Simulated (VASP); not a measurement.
# SnSe (I4/mmm) in VASP: a series of runs, part 2 of 2

VASP 6.6.1.

## (3) Single point, PBEsol (equal xx and yy strain of +2 %)

INCAR

```
SYSTEM = SnSe
ALGO     = Normal         ! electronic algorithm
EDIFF    = 1E-7           ! SCF threshold, eV
ENCUT    = 520            ! plane-wave cutoff, eV
GGA      = PS             ! functional
ISIF     = 2              ! what is computed and relaxed
ISMEAR   = -1             ! smearing method
LASPH    = .True.         ! aspherical terms in the spheres
LCHARG   = .False.        ! write CHGCAR
LREAL    = .False.        ! projectors in reciprocal space
LWAVE    = .False.        ! write WAVECAR
NBANDS   = 17             ! bands
NELM     = 100            ! most SCF steps
PREC     = Accurate       ! precision mode
SIGMA    = 0.01           ! smearing width, eV
```

KPOINTS

```
k-points
0
Gamma
  7 7 7
  0 0 0
```

POSCAR

```
SnSe
1.0
    0.0000000000      3.0702000000      3.0100000000
    3.0702000000      0.0000000000      3.0100000000
    3.0702000000      3.0702000000      0.0000000000
Sn Se
1 1
Direct
    0.0000000000      0.0000000000      0.0000000000
    0.5000000000      0.5000000000      0.5000000000
```

Potentials or basis: VASP PAW PBE potentials, release 64 (Sn_d, Se).

Started as:

```
$ cat potpaw_PBE.64/Sn_d/POTCAR potpaw_PBE.64/Se/POTCAR > POTCAR
$ mpirun -np 1 vasp_std > vasp.out
```

OUTCAR:

```text
SYSTEM = SnSe
   EDIFF = 1E-7
   ENCUT = 520
   GGA = PS
   ISIF = 2
   ISMEAR = -1
   LASPH = .True.
   LREAL = .False.
   NELM = 100
   PREC = Accurate

 ion  position               nearest neighbor table
   1  0.000  0.000  0.000-   2 3.01   2 3.01   2 3.07   2 3.07   2 3.07   2 3.07
   2  0.500  0.500  0.500-   1 3.01   1 3.01   1 3.07   1 3.07   1 3.07   1 3.07

  LATTYP: Found a body centered tetragonal cell.
 ALAT       =     4.3419184792
 C/A-ratio  =     1.3864838847

  Lattice vectors:

 A1 = (   0.0000000000,  -3.0702000000,  -3.0100000000)
 A2 = (   0.0000000000,   3.0702000000,  -3.0100000000)
 A3 = (   3.0702000000,   0.0000000000,   3.0100000000)

Analysis of symmetry for initial positions (statically):
=====================================================================
 Subroutine PRICEL returns:
 Original cell was already a primitive cell.

 Routine SETGRP: Setting up the symmetry group for a
 body centered tetragonal supercell.

 Subroutine GETGRP returns: Found 16 space group operations
 (whereof 16 operations were pure point group operations)
 out of a pool of 16 trial point group operations.

The static configuration has the point symmetry D_4h.

Analysis of symmetry for dynamics (positions and initial velocities):
=====================================================================
 Subroutine PRICEL returns:
 Original cell was already a primitive cell.

 Routine SETGRP: Setting up the symmetry group for a
 body centered tetragonal supercell.

 Subroutine GETGRP returns: Found 16 space group operations
 (whereof 16 operations were pure point group operations)
 out of a pool of 16 trial point group operations.

The dynamic configuration has the point symmetry D_4h.

 Subroutine INISYM returns: Found 16 space group operations
 (whereof 16 operations are pure point group operations),
 and found     1 'primitive' translations

----------------------------------------------------------------------------------------

                                     Primitive cell

  volume of cell :      56.7453

  direct lattice vectors                    reciprocal lattice vectors
     0.000000000  3.070200000  3.010000000    -0.162855840  0.162855840  0.166112957
     3.070200000  0.000000000  3.010000000     0.162855840 -0.162855840  0.166112957
     3.070200000  3.070200000  0.000000000     0.162855840  0.162855840 -0.166112957

  length of vectors
     4.299561378  4.299561378  4.341918479     0.283967540  0.283967540  0.283967540

  position of ions in fractional coordinates (direct lattice)
     0.000000000  0.000000000  0.000000000
     0.500000000  0.500000000  0.500000000

  ion indices of the primitive-cell ions
   primitive index   ion index
                 1           1
                 2           2

----------------------------------------------------------------------------------------

 KPOINTS: k-points

Automatic generation of k-mesh.
 Grid dimensions read from file:
 generate k-points for:    7    7    7

 Generating k-lattice:

  Cartesian coordinates                     Fractional coordinates (reciprocal lattice)
    -0.023265120  0.023265120  0.023730422     0.142857143  0.000000000  0.000000000
     0.023265120 -0.023265120  0.023730422     0.000000000  0.142857143  0.000000000
     0.023265120  0.023265120 -0.023730422     0.000000000  0.000000000  0.142857143

  Length of vectors
     0.040566791  0.040566791  0.040566791

  Shift w.r.t. Gamma in fractional coordinates (k-lattice)
     0.000000000  0.000000000  0.000000000

 Subroutine IBZKPT returns following result:
 ===========================================

 Found     40 irreducible k-points:

 Following reciprocal coordinates:
            Coordinates               Weight
  0.000000  0.000000  0.000000      1.000000
  0.142857  0.000000  0.000000      8.000000
  0.285714  0.000000  0.000000      8.000000
  0.428571  0.000000  0.000000      8.000000
  0.142857  0.142857  0.000000      2.000000
  0.285714  0.142857  0.000000      8.000000
[... 16 lines left out ...]
  0.428571  0.285714  0.142857      8.000000
 -0.428571  0.285714  0.142857     16.000000
 [... further k-points ...]
   k-points           NKPTS =     40   k-points in BZ     NKDIM =     40   number of bands    NBANDS=     17
   number of dos      NEDOS =    301   number of ions     NIONS =      2
   total plane-waves  NPLWV =  32768
   dimension x,y,z NGX =    32 NGY =   32 NGZ =   32
   dimension x,y,z NGXF=    64 NGYF=   64 NGZF=   64
   ions per type =               1   1
   NGX,Y,Z   is equivalent  to a cutoff of  12.37, 12.37, 12.25 a.u.
   NGXF,Y,Z  is equivalent  to a cutoff of  24.75, 24.75, 24.50 a.u.
 SYSTEM =  SnSe
   PREC   = accura    normal or accurate (medium, high low for compatibility)
   ISTART =      0    job   : 0-new  1-cont  2-samecut
   ICHARG =      2    charge: 1-file 2-atom 10-const
   ISPIN  =      1    spin polarized calculation?
   LNONCOLLINEAR =      F non collinear calculations
   LSORBIT =      F    spin-orbit coupling
   LASPH  =      T    aspherical Exc in radial PAW
   ENCUT  =  520.0 eV  38.22 Ry    6.18 a.u.   7.99  7.99  8.07*2*pi/ulx,y,z
   NELM   =    100;   NELMIN=  2; NELMDL= -5     # of ELM steps
   EDIFF  = 0.1E-06   stopping-criterion for ELM
   LREAL  =      F    real-space projection
   EDIFFG = 0.1E-05   stopping-criterion for IOM
   NSW    =      0    number of steps for IOM
   IBRION =     -1    ionic relax: 0-MD 1-quasi-New 2-CG
   NFREE  =      0    steps in history (QN), initial steepest desc. (CG)
   ISIF   =      2    stress and relaxation
   ISYM   =      2    0-nonsym 1-usesym 2-fastsym
   POTIM  = 0.5000    time-step for ionic-motion
   TEBEG  =    0.0;   TEEND  =   0.0 temperature during run
   PSTRESS=    0.0 pullay stress
   NELECT =      20.0000    total number of electrons
   NUPDOWN=      -1.0000    fix difference up-down
   EMIN   =  10.00;   EMAX   =-10.00  energy-range for DOS
   EFERMI =   0.00;   METHOD = LEGACY
   ISMEAR =    -1;   SIGMA  =   0.01  broadening in eV -4-tet -1-fermi 0-gaus
   EFERMI_NEDOS =   21; number of points for ismear=-14 and -15
   IALGO  =     38    algorithm
   IMIX   =      4    mixing-type and parameters
     AMIX     =   0.40;   BMIX     =  1.00
     AMIX_MAG =   1.60;   BMIX_MAG =  1.00
  volume/ion in A,a.u.               =      28.37       191.47
  Fermi-wavevector in a.u.,A,eV,Ry     =   1.156400  2.185280 18.194551  1.337262
  Thomas-Fermi vector in A             =   2.293021
   LORBIT       =      0    0 simple, 1 ext, 2 COOP (PROOUT), +10 PAW based schemes
   GGA     = PS    functional components
   LHFCALC =     F    Hartree Fock is set to
   AEXX    =    0.0000 exact exchange contribution
   IVDW    =     0    specifies the selected vdW correction
   LEPSILON=     F    determine dielectric tensor
   LRPA    =     F    only Hartree local field effects (RPA)
 non-spin polarized calculation
  energy-cutoff  :      520.00
  volume of cell :       56.75
 maximum number of plane-waves:      1552
   NGX = 15   NGY = 15   NGZ = 17

 number of electron      19.9999993 magnetization

 Free energy of the ion-electron system (eV)
  ---------------------------------------------------
  ext. energy  EPLUGINS =         0.00000000
  ---------------------------------------------------
  free energy    TOTEN  =        -8.93210956 eV

  energy without entropy =       -8.93210956  energy(sigma->0) =       -8.93210956

 E-fermi :   5.1482     XC(G=0):  -9.5983

 val. band max:        4.8773999773   @ k =  -0.2857  -0.0000   0.1429
 cond. band min:       5.6202505428   @ k =  -0.2857   0.1429   0.0000
 fundamental gap:      0.7428505655
 Fermi energy:         5.1481571537

 k-point     1 :       0.0000    0.0000    0.0000
  band No.  band energies     occupation
      1     -16.4915      2.00000
      2     -16.4897      2.00000
      3     -16.4850      2.00000
      4     -16.4850      2.00000
      5     -16.4805      2.00000
      6      -8.6045      2.00000
[... 9 lines left out ...]
     16      10.9570      0.00000
     17      12.9703      0.00000
[... 441 lines left out ...]
 k-point    24 :      -0.4286    0.2857    0.1429
  band No.  band energies     occupation
      1     -16.4956      2.00000
      2     -16.4900      2.00000
      3     -16.4869      2.00000
      4     -16.4768      2.00000
      5     -16.4726      2.00000
      6      -7.6155      2.00000
[... 9 lines left out ...]
     16      15.2551      0.00000
     17      16.2315      0.00000

 [... further k-points ...]

------------------------ aborting loop because EDIFF is reached ----------------------------------------

  FORCE on cell =-STRESS in cart. coord.  units (eV):
  Direction    XX          YY          ZZ          XY          YZ          ZX
  --------------------------------------------------------------------------------------
  -------------------------------------------------------------------------------------
  Total       -1.4923066     -1.4923066     -0.8028299      0.0000000     -0.0000000      0.0000000
  in kB      -42.1345956    -42.1345956    -22.6675350      0.0000000     -0.0000000      0.0000000
  external PRESSURE =     -35.6455754 kB  Pullay stress =       0.0000000 kB

 VOLUME and BASIS-vectors are now :
 -----------------------------------------------------------------------------
  energy-cutoff  :      520.00
  volume of cell :       56.75
      direct lattice vectors                 reciprocal lattice vectors
     0.000000000  3.070200000  3.010000000    -0.162855840  0.162855840  0.166112957
     3.070200000  0.000000000  3.010000000     0.162855840 -0.162855840  0.166112957
     3.070200000  3.070200000  0.000000000     0.162855840  0.162855840 -0.166112957

 POSITION                                       TOTAL-FORCE (eV/Angst)
 -----------------------------------------------------------------------------------
      0.00000      0.00000      0.00000        -0.000000     -0.000000      0.000000
      3.07020      3.07020      3.01000         0.000000      0.000000     -0.000000
 -----------------------------------------------------------------------------------
    total drift:                                0.000000     -0.000000     -0.000000

  FREE ENERGIE OF THE ION-ELECTRON SYSTEM (eV)
  ---------------------------------------------------
  free  energy   TOTEN  =        -8.9321095637 eV

  energy  without entropy=       -8.9321095637  energy(sigma->0) =       -8.93210956
```

Run time: 46 s. Hardware: 1 thread of Intel Xeon 8259CL, shared host; peak memory 0.2 GiB.

Results:

```
Free energy            : -8.9321 eV
Pressure               : -3.6 GPa
Band gap on the k mesh : 0.74 eV (least direct gap 0.76 eV)
```

Stress tensor (GPa, compression positive):
```
-4.21  0.00  0.00
 0.00 -4.21  0.00
 0.00  0.00 -2.27
```

Levels at points of the mesh, in eV from the valence-band top:
```
           k point  band 7  band 8  band 9  band 10  band 11  band 12  band 13  band 14
(0.00, 0.00, 0.00)   -5.09   -2.06   -1.87    -1.87     4.12     4.12     4.58     5.94
```

Caveat: the cell differs from its parent crystal (equal xx and yy strain of +2 %); the cell stands under tension; the PAW data sets were made with another functional, which shifts forces and pressure a little; spin-orbit coupling is left out, which moves the levels of the heavy elements; an odd mesh through Γ misses points on the zone boundary, where band edges can lie.
